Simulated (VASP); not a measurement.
# Zn5CdS6 in VASP: notebook

Runs on Zn5CdS6. Level: PBE. Tasks: single point.

All numbers are computed with VASP 6.6.1; they aren't measurements. Logs are shortened: lines on timing, memory, paths and dates and some standing lists are left out, and cuts for length are marked.

## Step 1: The cell of the first run

The structure is trigonal, space group P3m1 (No. 156). The conventional cell has a = 3.894 Å, b = 3.894 Å, c = 19.277 Å, α = 90.00°, β = 90.00°, γ = 120.00°. Zn (site symmetry 3m) has 4 S at 2.36 to 2.38 Å within 3.1 Å. Zn (site symmetry 3m) has 4 S at 2.36 to 2.38 Å within 3.1 Å. Within 3.1 Å of Zn (site symmetry 3m) lie 4 S at 2.35 to 2.37 Å. Zn (site symmetry 3m) has 4 S at 2.36 to 2.38 Å within 3.1 Å. Zn (site symmetry 3m) has 4 S at 2.36 to 2.38 Å within 3.1 Å. Cd (site symmetry 3m) has 4 S at 2.50 to 2.55 Å within 3.3 Å. S (site symmetry 3m) has 4 Zn at 2.36 to 2.37 Å within 3.1 Å. Within 3.1 Å of S (site symmetry 3m) lie 3 Zn at 2.38 Å and 1 Cd at 2.55 Å.

## Step 2: Single point, PBE

The input, INCAR:

```
SYSTEM = Zn5CdS6
PREC = Accurate
ENCUT = 520
EDIFF = 1E-6
ISMEAR = 0
SIGMA = 0.1
LREAL = .False.
LASPH = .True.
NELM = 100
ALGO = Normal
ISIF = 2
LWAVE = .False.
LCHARG = .False.
GGA = PE
NBANDS = 66
```

The input, KPOINTS:

```
regular mesh
0
Gamma
  6 6 1
  0 0 0
```

The input, POSCAR:

```
Zn5CdS6
1.0
    3.8936492000      0.0000000000      0.0000000000
   -1.9468246000      3.3719991000      0.0000000000
    0.0000000000      0.0000000000     19.2771702000
Zn Cd S
5 1 6
Direct
    0.3333333000      0.6666667000      0.9958810000
    0.3333333000      0.6666667000      0.6710020000
    0.6666667000      0.3333333000      0.1579410000
    0.6666667000      0.3333333000      0.5086140000
    0.6666667000      0.3333333000      0.8334320000
    0.3333333000      0.6666667000      0.3362050000
    0.3333333000      0.6666667000      0.1183150000
    0.3333333000      0.6666667000      0.4684690000
    0.3333333000      0.6666667000      0.7934350000
    0.6666667000      0.3333333000      0.2798170000
    0.6666667000      0.3333333000      0.6310330000
    0.6666667000      0.3333333000      0.9558570000
```

Potentials or basis: VASP PAW PBE potentials, release 64 (Zn, Cd, S).

Command:

```
$ cat potpaw_PBE.64/Zn/POTCAR potpaw_PBE.64/Cd/POTCAR potpaw_PBE.64/S/POTCAR > POTCAR
$ mpirun -np 1 vasp_std > vasp.out
```

OUTCAR:

```text
SYSTEM = Zn5CdS6
   PREC = Accurate
   ENCUT = 520
   EDIFF = 1E-6
   ISMEAR = 0
   LREAL = .False.
   LASPH = .True.
   NELM = 100
   ISIF = 2
   GGA = PE

 ion  position               nearest neighbor table
   1  0.333  0.667  0.996-   7 2.36  12 2.38  12 2.38  12 2.38
   2  0.333  0.667  0.671-   9 2.36  11 2.38  11 2.38  11 2.38
   3  0.667  0.333  0.158-  10 2.35   7 2.37   7 2.37   7 2.37
   4  0.667  0.333  0.509-  11 2.36   8 2.38   8 2.38   8 2.38
   5  0.667  0.333  0.833-  12 2.36   9 2.38   9 2.38   9 2.38
   6  0.333  0.667  0.336-  10 2.50  10 2.50  10 2.50   8 2.55
   7  0.333  0.667  0.118-   1 2.36   3 2.37   3 2.37   3 2.37
   8  0.333  0.667  0.468-   4 2.38   4 2.38   4 2.38   6 2.55
   9  0.333  0.667  0.793-   2 2.36   5 2.38   5 2.38   5 2.38
  10  0.667  0.333  0.280-   3 2.35   6 2.50   6 2.50   6 2.50
  11  0.667  0.333  0.631-   4 2.36   2 2.38   2 2.38   2 2.38
  12  0.667  0.333  0.956-   5 2.36   1 2.38   1 2.38   1 2.38

  LATTYP: Found a hexagonal cell.
 ALAT       =     3.8936492000
 C/A-ratio  =     4.9509262930

  Lattice vectors:

 A1 = (   3.8936492000,   0.0000000000,   0.0000000000)
 A2 = (  -1.9468246000,   3.3719991000,   0.0000000000)
 A3 = (   0.0000000000,   0.0000000000,  19.2771702000)

Analysis of symmetry for initial positions (statically):
=====================================================================
 Subroutine PRICEL returns:
 Original cell was already a primitive cell.

 Routine SETGRP: Setting up the symmetry group for a
 hexagonal supercell.

 Subroutine GETGRP returns: Found  6 space group operations
 (whereof  6 operations were pure point group operations)
 out of a pool of 24 trial point group operations.

The static configuration has the point symmetry C_3v.

Analysis of symmetry for dynamics (positions and initial velocities):
=====================================================================
 Subroutine PRICEL returns:
 Original cell was already a primitive cell.

 Routine SETGRP: Setting up the symmetry group for a
 hexagonal supercell.

 Subroutine GETGRP returns: Found  6 space group operations
 (whereof  6 operations were pure point group operations)
 out of a pool of 24 trial point group operations.

The dynamic configuration has the point symmetry C_3v.

 Subroutine INISYM returns: Found  6 space group operations
 (whereof  6 operations are pure point group operations),
 and found     1 'primitive' translations

----------------------------------------------------------------------------------------

[... 109 lines left out ...]
   ISMEAR =     0;   SIGMA  =   0.10  broadening in eV -4-tet -1-fermi 0-gaus
   EFERMI_NEDOS =   21; number of points for ismear=-14 and -15
   IALGO  =     38    algorithm
   IMIX   =      4    mixing-type and parameters
     AMIX     =   0.40;   BMIX     =  1.00
     AMIX_MAG =   1.60;   BMIX_MAG =  1.00
  volume/ion in A,a.u.               =      21.09       142.33
  Fermi-wavevector in a.u.,A,eV,Ry     =   1.232500  2.329087 20.668012  1.519056
  Thomas-Fermi vector in A             =   2.367268
   LORBIT       =      0    0 simple, 1 ext, 2 COOP (PROOUT), +10 PAW based schemes
   GGA     = PE    functional components
   LHFCALC =     F    Hartree Fock is set to
   AEXX    =    0.0000 exact exchange contribution
   IVDW    =     0    specifies the selected vdW correction
   LEPSILON=     F    determine dielectric tensor
   LRPA    =     F    only Hartree local field effects (RPA)
 non-spin polarized calculation
 Gauss-broadening in eV      SIGMA  =   0.10
  energy-cutoff  :      520.00
  volume of cell :      253.10
 maximum number of plane-waves:      6856
 NGX is ok and might be reduce to    30
   NGX = 15   NGY = 15   NGZ = 71

 number of electron     107.9999964 magnetization

 Free energy of the ion-electron system (eV)
  ---------------------------------------------------
  ext. energy  EPLUGINS =         0.00000000
  ---------------------------------------------------
  free energy    TOTEN  =       -40.16558256 eV

  energy without entropy =      -40.16558256  energy(sigma->0) =      -40.16558256

 E-fermi :   2.4375     XC(G=0):  -9.4203

 val. band max:        1.9445161798   @ k =   0.0000   0.0000   0.0000
 cond. band min:       3.5244840618   @ k =   0.0000   0.0000   0.0000
 fundamental gap:      1.5799678820
 Fermi energy:         2.4375264033

 k-point     1 :       0.0000    0.0000    0.0000
  band No.  band energies     occupation
      1     -11.1640      2.00000
      2     -10.9915      2.00000
      3     -10.8527      2.00000
      4     -10.5682      2.00000
      5     -10.4442      2.00000
      6     -10.2298      2.00000
[... 472 lines left out ...]
     65       8.7559      0.00000
     66       8.8472      0.00000

------------------------ aborting loop because EDIFF is reached ----------------------------------------

  FORCE on cell =-STRESS in cart. coord.  units (eV):
  Direction    XX          YY          ZZ          XY          YZ          ZX
  --------------------------------------------------------------------------------------
  -------------------------------------------------------------------------------------
  Total        0.3088816      0.3088816      0.2868027      0.0000000      0.0000000      0.0000000
  in kB        1.9553075      1.9553075      1.8155420      0.0000000      0.0000000      0.0000000
  external PRESSURE =       1.9087190 kB  Pullay stress =       0.0000000 kB

 VOLUME and BASIS-vectors are now :
 -----------------------------------------------------------------------------
  energy-cutoff  :      520.00
  volume of cell :      253.10
      direct lattice vectors                 reciprocal lattice vectors
     3.893649200  0.000000000  0.000000000     0.256828479  0.148279992  0.000000000
    -1.946824600  3.371999100  0.000000000     0.000000000  0.296559984  0.000000000
     0.000000000  0.000000000 19.277170200     0.000000000  0.000000000  0.051874834

 POSITION                                       TOTAL-FORCE (eV/Angst)
 -----------------------------------------------------------------------------------
     -0.00000      2.24800     19.19777        -0.000000      0.000000      0.003024
     -0.00000      2.24800     12.93502        -0.000000      0.000000     -0.000948
      1.94682      1.12400      3.04466        -0.000000      0.000000     -0.000444
      1.94682      1.12400      9.80464         0.000000      0.000000     -0.001161
      1.94682      1.12400     16.06621         0.000000     -0.000000      0.000374
     -0.00000      2.24800      6.48108        -0.000000      0.000000      0.013910
     -0.00000      2.24800      2.28078         0.000000     -0.000000     -0.001351
     -0.00000      2.24800      9.03076        -0.000000     -0.000000      0.016123
     -0.00000      2.24800     15.29518        -0.000000     -0.000000     -0.001073
      1.94682      1.12400      5.39408        -0.000000     -0.000000     -0.027993
      1.94682      1.12400     12.16453         0.000000     -0.000000      0.000163
      1.94682      1.12400     18.42622         0.000000      0.000000     -0.000623
 -----------------------------------------------------------------------------------
    total drift:                                0.000017     -0.000011      0.000148

  FREE ENERGIE OF THE ION-ELECTRON SYSTEM (eV)
  ---------------------------------------------------
  free  energy   TOTEN  =       -40.1655825617 eV

  energy  without entropy=      -40.1655825617  energy(sigma->0) =      -40.16558256
```

stdout:

```text
POSCAR found type information on POSCAR ZnCdS
 POSCAR found :  3 types and      12 ions
 scaLAPACK will be used
 LDA part: xc-table for (Slater+PW92), standard interpolation
 POSCAR, INCAR and KPOINTS ok, starting setup
 FFT: planning ... GRIDC
 FFT: planning ... GRID_SOFT
 FFT: planning ... GRID
 WAVECAR not read
 entering main loop
```

Run time: 2.7 min. Hardware: 1 thread of Intel Xeon Platinum 8488C (Sapphire Rapids), shared host; peak memory 0.39 GiB.

Results:

```
Free energy            : -40.1656 eV
Pressure               : 0.2 GPa
Largest force          : 0.028 eV/Å
Band gap on the k mesh : 1.58 eV
```

Forces in eV/Å, atoms in the order of the input:
```
Zn   0.000  0.000  0.003
Zn   0.000  0.000 -0.001
Zn   0.000  0.000  0.000
Zn   0.000  0.000 -0.001
Zn   0.000  0.000  0.000
Cd   0.000  0.000  0.014
S    0.000  0.000 -0.001
S    0.000  0.000  0.016
S    0.000  0.000 -0.001
S    0.000  0.000 -0.028
S    0.000  0.000  0.000
S    0.000  0.000 -0.001
```

Levels at points of the mesh, in eV from the valence-band top:
```tsv
k point	band 51	band 52	band 53	band 54	band 55	band 56	band 57	band 58
(0.00, 0.00, 0.00)	-0.37	-0.32	0.00	0.00	1.58	2.65	2.78	2.90
(0.50, 0.00, 0.00)	-1.46	-1.46	-1.26	-0.82	3.00	3.10	3.40	3.51
```

## Step 3: Single point, PBE

The input, INCAR:

```
PREC = Accurate ; ENCUT = 520
EDIFF = 1E-7 ; ISMEAR = 0
SIGMA = 0.1 ; LREAL = F
LASPH = T ; NELM = 60
ALGO = Normal ; ISIF = 2
LWAVE = F ; LCHARG = F
GGA = PE ; NBANDS = 66
```

The input, KPOINTS:

```
regular mesh
0
Gamma
  6 6 1
```

The input, POSCAR:

```
Zn5CdS6
1.0
    3.8936491881      0.0000000000      0.0000000000
   -1.9468245940      3.3719991103      0.0000000000
    0.0000000000      0.0000000000     19.2771702000
Zn Cd S
5 1 6
Direct
    0.3333333333      0.6666666667      0.9958810000
    0.3333333333      0.6666666667      0.6710020000
    0.6666666667      0.3333333333      0.1579410000
    0.6666666667      0.3333333333      0.5086140000
    0.6666666667      0.3333333333      0.8334320000
    0.3333333333      0.6666666667      0.3362050000
    0.3333333333      0.6666666667      0.1183150000
    0.3333333333      0.6666666667      0.4684690000
    0.3333333333      0.6666666667      0.7934350000
    0.6666666667      0.3333333333      0.2798170000
    0.6666666667      0.3333333333      0.6310330000
    0.6666666667      0.3333333333      0.9558570000
```

Potentials or basis: VASP PAW PBE potentials, release 64 (Zn, Cd, S).

Command:

```
$ cat potpaw_PBE.64/Zn/POTCAR potpaw_PBE.64/Cd/POTCAR potpaw_PBE.64/S/POTCAR > POTCAR
$ mpirun -np 1 vasp_std > vasp.out
```

It took 3 min on 1 thread of Intel Xeon Platinum 8488C (Sapphire Rapids), shared host; peak memory 0.39 GiB.

It converged, with:

```
Free energy            : -40.1656 eV
Pressure               : 0.2 GPa
Largest force          : 0.028 eV/Å
Band gap on the k mesh : 1.58 eV
```

Forces on the atoms (eV/Å):
```
Zn   0.000  0.000  0.003
Zn   0.000  0.000 -0.001
Zn   0.000  0.000  0.000
Zn   0.000  0.000 -0.001
Zn   0.000  0.000  0.000
Cd   0.000  0.000  0.014
S    0.000  0.000 -0.001
S    0.000  0.000  0.016
S    0.000  0.000 -0.001
S    0.000  0.000 -0.028
S    0.000  0.000  0.000
S    0.000  0.000 -0.001
```

Levels at points of the mesh, in eV from the valence-band top:
| k point | band 52 | band 53 | band 54 | band 55 | band 56 | band 57 |
| --- | --- | --- | --- | --- | --- | --- |
| (0.00, 0.00, 0.00) | -0.32 | 0.00 | 0.00 | 1.58 | 2.65 | 2.77 |
| (0.50, 0.00, 0.00) | -1.46 | -1.26 | -0.82 | 3.00 | 3.10 | 3.40 |

## Step 4: Single point, PBE

The input, INCAR:

```
PREC     = Accurate       # precision mode
ENCUT    = 520            # plane-wave cutoff, eV
EDIFF    = 1E-6           # SCF threshold, eV
ISMEAR   = 0              # smearing method
SIGMA    = 0.1            # smearing width, eV
LREAL    = False          # projectors in reciprocal space
LASPH    = True           # aspherical terms in the spheres
NELM     = 100            # most SCF steps
ALGO     = Normal         # electronic algorithm
ISIF     = 2              # what is computed and relaxed
LWAVE    = False          # write WAVECAR
LCHARG   = False          # write CHGCAR
GGA      = PE             # functional
NBANDS   = 66             # bands
```

The input, KPOINTS:

```
Automatic mesh
0
Gamma
  6 6 1
```

The input, POSCAR:

```
Zn5CdS6
1.0
    3.8945959823     -0.0004441496     -0.0001876632
   -1.9476682755      3.3724838446      0.0003506469
   -0.0008826121      0.0013642649     19.2723364032
Zn Cd S
5 1 6
Direct
    0.3335485474      0.6670936195      0.9958630807
    0.3332681425      0.6668328568      0.6710311829
    0.6668550548      0.3330878015      0.1579446238
    0.6671781583      0.3337581390      0.5085806236
    0.6666854510      0.3333793248      0.8334235132
    0.3324186728      0.6656396864      0.3361569155
    0.3335448689      0.6664960061      0.1184070073
    0.3338714439      0.6672514723      0.4683432861
    0.3333705182      0.6666776949      0.7934294656
    0.6658066761      0.3324579958      0.2799393520
    0.6666447154      0.3335695407      0.6309881161
    0.6668077509      0.3337558621      0.9558938334
```

Command:

```
$ cat potpaw_PBE.64/Zn/POTCAR potpaw_PBE.64/Cd/POTCAR potpaw_PBE.64/S/POTCAR > POTCAR
$ mpirun -np 1 vasp_std > vasp.out
```

Wall time 7.7 min (1 thread of Intel Xeon Platinum 8488C (Sapphire Rapids), shared host); peak memory 0.5 GiB.

The run converged. Its results:

```
Free energy            : -40.1654 eV
Pressure               : 0.2 GPa
Largest force          : 0.052 eV/Å
Band gap on the k mesh : 1.58 eV
```

Forces on the atoms (eV/Å):
```
Zn   0.000 -0.001  0.013
Zn   0.001  0.000 -0.014
Zn  -0.001  0.001  0.013
Zn  -0.002  0.003 -0.012
Zn   0.000  0.000  0.001
Cd   0.001  0.001  0.016
S    0.000 -0.001 -0.014
S    0.000 -0.005  0.037
S    0.000  0.001  0.006
S    0.000  0.002 -0.052
S    0.000  0.000  0.009
S    0.001  0.000 -0.004
```

Levels at points of the mesh, in eV from the valence-band top:
```csv
k point,band 52,band 53,band 54,band 55,band 56,band 57
"(0.00, 0.00, 0.00)",-0.32,0.00,0.00,1.58,2.65,2.77
"(0.50, 0.00, 0.00)",-1.46,-1.27,-0.83,3.00,3.10,3.39
"(0.00, 0.50, 0.00)",-1.46,-1.27,-0.83,3.00,3.09,3.39
"(0.50, 0.50, 0.00)",-1.46,-1.27,-0.83,3.00,3.10,3.39
```

## Step 5: Single point, PBE

The input, INCAR:

```
  PREC = Accurate
  ENCUT = 520
  EDIFF = 1E-6
  ISMEAR = 0
  SIGMA = 0.02
  LREAL = False
  LASPH = True
  NELM = 100
  ALGO = Normal
  ISIF = 2
  LWAVE = False
  LCHARG = True
  GGA = PE
  LELF = True
  LVHAR = True
  NBANDS = 66
```

The input, KPOINTS:

```
regular mesh
0
Gamma
  12 12 2
```

The input, POSCAR:

```
Zn5CdS6
1.0
    3.8936491881      0.0000000000      0.0000000000
   -1.9468245940      3.3719991103      0.0000000000
    0.0000000000      0.0000000000     19.2771702000
Zn Cd S
5 1 6
Direct
    0.3333333333      0.6666666667      0.9958810000
    0.3333333333      0.6666666667      0.6710020000
    0.6666666667      0.3333333333      0.1579410000
    0.6666666667      0.3333333333      0.5086140000
    0.6666666667      0.3333333333      0.8334320000
    0.3333333333      0.6666666667      0.3362050000
    0.3333333333      0.6666666667      0.1183150000
    0.3333333333      0.6666666667      0.4684690000
    0.3333333333      0.6666666667      0.7934350000
    0.6666666667      0.3333333333      0.2798170000
    0.6666666667      0.3333333333      0.6310330000
    0.6666666667      0.3333333333      0.9558570000
```

Command:

```
$ cat potpaw_PBE.64/Zn/POTCAR potpaw_PBE.64/Cd/POTCAR potpaw_PBE.64/S/POTCAR > POTCAR
$ mpirun -np 1 vasp_std > vasp.out
```

It took 17 min on 1 thread of Oxide Virtual Turin-like, shared host; peak memory 0.64 GiB.

The run converged. Its results:

| Property | Result |
| --- | --- |
| Free energy | -40.1792 eV |
| Pressure | 0.2 GPa |
| Largest force | 0.029 eV/Å |
| Band gap on the k mesh | 1.58 eV |

Forces on the atoms (eV/Å):
```
Zn   0.000  0.000  0.002
Zn   0.000  0.000 -0.003
Zn   0.000  0.000 -0.001
Zn   0.000  0.000 -0.003
Zn   0.000  0.000 -0.001
Cd   0.000  0.000  0.014
S    0.000  0.000  0.000
S    0.000  0.000  0.017
S    0.000  0.000  0.001
S    0.000  0.000 -0.029
S    0.000  0.000  0.002
S    0.000  0.000  0.001
```

Levels at points of the mesh, in eV from the valence-band top:
| k point | band 52 | band 53 | band 54 | band 55 | band 56 | band 57 |
| --- | --- | --- | --- | --- | --- | --- |
| (0.00, 0.00, 0.00) | -0.32 | 0.00 | 0.00 | 1.58 | 2.65 | 2.78 |
| (0.50, 0.00, 0.00) | -1.46 | -1.26 | -0.82 | 3.00 | 3.10 | 3.40 |
| (0.00, 0.00, 0.50) | -0.34 | 0.00 | 0.00 | 1.97 | 2.24 | 2.67 |
| (0.50, 0.00, 0.50) | -1.57 | -1.19 | -0.84 | 3.14 | 3.29 | 3.41 |

## Step 6: The runs side by side

```tsv
cell	k mesh	smearing	gap on the mesh (eV)	pressure (GPa)	largest force (eV/Å)
a = 3.894, b = 3.894, c = 19.277 Å, angles 90.0, 90.0, 120.0°, 12 atoms	6 × 6 × 1	gaussian 0.1 eV	1.58	0.2	0.03
a = 3.895, b = 3.894, c = 19.272 Å, angles 90.0, 90.0, 120.0°, 12 atoms	6 × 6 × 1	gaussian 0.1 eV	1.58	0.2	0.05
a = 3.894, b = 3.894, c = 19.277 Å, angles 90.0, 90.0, 120.0°, 12 atoms	12 × 12 × 2	gaussian 0.02 eV	1.58	0.2	0.03
```

Alike in all rows: task single point; level PBE; potentials or basis VASP PAW PBE potentials, release 64 (Zn, Cd, S); no spin polarisation; cutoff (eV) 520.

Total energies depend on the potentials used, so only differences within one code and one set of settings carry meaning.
